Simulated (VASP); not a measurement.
Set up this calculation in VASP 6.6.1, as the native input.

| Item | Value |
| --- | --- |
| Task | single point |
| Functional | PBE |
| Potentials or basis | VASP PAW PBE potentials, release 64 (Zr_sv, Ti_sv, C) |
| Cutoff | 520 eV |
| k mesh | 8 × 8 × 8 |
| Occupations | gaussian, width 0.1 eV |
| Spin | no spin polarisation |
| Dipole correction | no |
| Further INCAR settings | ALGO = Normal; EDIFF = 1e-06; NBANDS = 42 |

The structure of Zr3TiC4 lies in POSCAR:

```
Zr3TiC4
1.0
    4.6313393924      0.0000000000      0.0000000000
    0.0000000000      4.6313393924      0.0000000000
    0.0000000000      0.0000000000      4.6313393924
Zr Ti C
3 1 4
Direct
    0.5000000000      0.0000000000      0.5000000000
    0.0000000000      0.5000000000      0.5000000000
    0.5000000000      0.5000000000      0.0000000000
    0.0000000000      0.0000000000      0.0000000000
    0.5000000000      0.5000000000      0.5000000000
    0.0000000000      0.5000000000      0.0000000000
    0.5000000000      0.0000000000      0.0000000000
    0.0000000000      0.0000000000      0.5000000000
```

These files were run (other wordings do the same):

INCAR

```
SYSTEM = Zr3TiC4
  ALGO = Normal
  EDIFF = 1E-6
  ENCUT = 520
  GGA = PE
  ISIF = 2
  ISMEAR = 0
  LASPH = .TRUE.
  LCHARG = .FALSE.
  LREAL = .FALSE.
  LWAVE = .FALSE.
  NBANDS = 42
  NELM = 60
  PREC = Accurate
  SIGMA = 0.1
```

KPOINTS

```
k-points
0
G
  8 8 8
  0 0 0
```

Potentials or basis: VASP PAW PBE potentials, release 64 (Zr_sv, Ti_sv, C).

Command:

```console
$ cat potpaw_PBE.64/Zr_sv/POTCAR potpaw_PBE.64/Ti_sv/POTCAR potpaw_PBE.64/C/POTCAR > POTCAR
$ mpirun -np 1 vasp_std > vasp.out
```

Results of the run:

| Property | Result |
| --- | --- |
| Pressure | 0.3 GPa |
| Band gap on the k mesh | zero (bands 32 and 33 overlap by 0.72 eV) |

It took 2.7 min on 1 thread of Intel(R) Xeon(R) Platinum 8259CL CPU @ 2.50GHz (Skylake/Cascade Lake), with other jobs on the host, peak memory 0.28 GiB.
